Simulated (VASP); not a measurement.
Here is a VASP 6.6.1 calculation.

The input INCAR:

```
SYSTEM = Hf
PREC     = Accurate       ! precision mode
ENCUT    = 520            ! plane-wave cutoff, eV
EDIFF    = 1E-7           ! SCF threshold, eV
ISMEAR   = 0              ! smearing method
SIGMA    = 0.1            ! smearing width, eV
LREAL    = .False.        ! projectors in reciprocal space
LASPH    = .True.         ! aspherical terms in the spheres
NELM     = 80             ! most SCF steps
ALGO     = Fast           ! electronic algorithm
ISIF     = 2              ! what is computed and relaxed
LWAVE    = .False.        ! write WAVECAR
LCHARG   = .False.        ! write CHGCAR
GGA      = PS             ! functional
NBANDS   = 11             ! bands
```

File KPOINTS:

```
regular mesh
0
Gamma
  16 16 16
  0 0 0
```

The input POSCAR:

```
Hf
1.0
   -1.6913134281      1.6913134281      1.6913134281
    1.6913134281     -1.6913134281      1.6913134281
    1.6913134281      1.6913134281     -1.6913134281
Hf
1
Direct
    0.0000000000      0.0000000000      0.0000000000
```

Potentials or basis: VASP PAW PBE potentials, release 64 (Hf_pv).

Launch:

```console
$ cat potpaw_PBE.64/Hf_pv/POTCAR > POTCAR
$ mpirun -np 1 vasp_std > vasp.out
```

Task: Estimate the band gap on the k mesh.

Result: Zero (bands 5 and 6 overlap by 2.51 eV).

Task: Estimate the pressure.

Result: 11.5 GPa.

Caveat: the cell stands under pressure; the PAW data sets were made with another functional, which shifts forces and pressure a little; spin-orbit coupling is left out, which moves the levels of the heavy elements.
